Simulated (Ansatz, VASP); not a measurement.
**Bi2S3: VASP beside Ansatz**

```
Bi S
1.0
    10.98700    0.00000    0.00000
     0.00000    3.93530    0.00000
     0.00000    0.00000   10.90300
Bi S
8 12
Direct
  0.00198 0.25000 0.67575
  0.49802 0.75000 0.17575
  0.50198 0.25000 0.82425
  0.99802 0.75000 0.32425
  0.33016 0.25000 0.46965
  0.16984 0.75000 0.96965
  0.83016 0.25000 0.03035
  0.66984 0.75000 0.53035
  0.05069 0.25000 0.12952
  0.44931 0.75000 0.62952
  0.55069 0.25000 0.37048
  0.94931 0.75000 0.87048
  0.37681 0.25000 0.05739
  0.12319 0.75000 0.55739
  0.87681 0.25000 0.44261
  0.62319 0.75000 0.94261
  0.22037 0.25000 0.80296
  0.27963 0.75000 0.30296
  0.72037 0.25000 0.69704
  0.77963 0.75000 0.19704
```

Alike in both runs: functional PBE; k mesh 3 × 7 × 3; occupations fermi-dirac, width 0.02 eV; no spin polarisation.

Ansatz relaxed the structure, and its values are those at the end. VASP's run is a single point on that final structure, the one shown.

|  | VASP | Ansatz |
| --- | --- | --- |
| version | VASP 6.6.1 | Ansatz 0.2.0 |
| potentials or method | VASP PAW PBE potentials, release 64 (Bi_d, S) | plane-wave PAW, scalar-relativistic |
| plane-wave cutoff (eV) | 520 | 420 |
| valence electrons in the cell | 192 | 192 |

```csv
,VASP,Ansatz,Ansatz less VASP
gap on the k mesh at the Fermi level (eV),1.16,1.16,-0.004
pressure (GPa),4.2,4.3,+0.08
rms of the force components (eV/Å),0.006,0.005,-0.0009
```

Ansatz's warnings: stress scf threshold loose.

Neither program's run includes spin-orbit coupling.
